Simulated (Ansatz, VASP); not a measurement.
# One calculation of Sn, two programs

```
Sn
1.0
    -0.03246    3.22937    3.22937
     3.22937   -0.03246    3.22937
     3.22937    3.22937   -0.03246
Sn
2
Direct
  0.50000 0.50000 0.50000
  0.75000 0.75000 0.75000
```

Change from the starting cell: equal xy, yz and zx shear strains of -1 %, crystal datasets.

Alike in both runs: task electric field gradients; functional PBE; k mesh 9 × 9 × 9; occupations fermi-dirac, width 0.03 eV; no spin polarisation.

|  | VASP | Ansatz |
| --- | --- | --- |
| version | VASP 6.6.1 | Ansatz 0.2.0 |
| potentials or method | VASP PAW PBE potentials, release 64 (Sn_d), cutoff 520 eV | all-electron PAW with datasets made for the crystal, scalar-relativistic |

```csv
,VASP,Ansatz,Ansatz less VASP
pressure (GPa),3.2,3.2,+0.05
"traceless stress, the component that is largest in VASP (GPa)",0.53,0.54,+0.001
rms of the force components (eV/Å),0.104,0.105,+0.0002
size of Vzz on the site where it differs most (V/Å²),15.5,15.1,-0.36
```

Atom by atom the forces differ by 0.000 eV/Å (rms over components). Ansatz ran all-electron here, and VASP with PAW potentials.
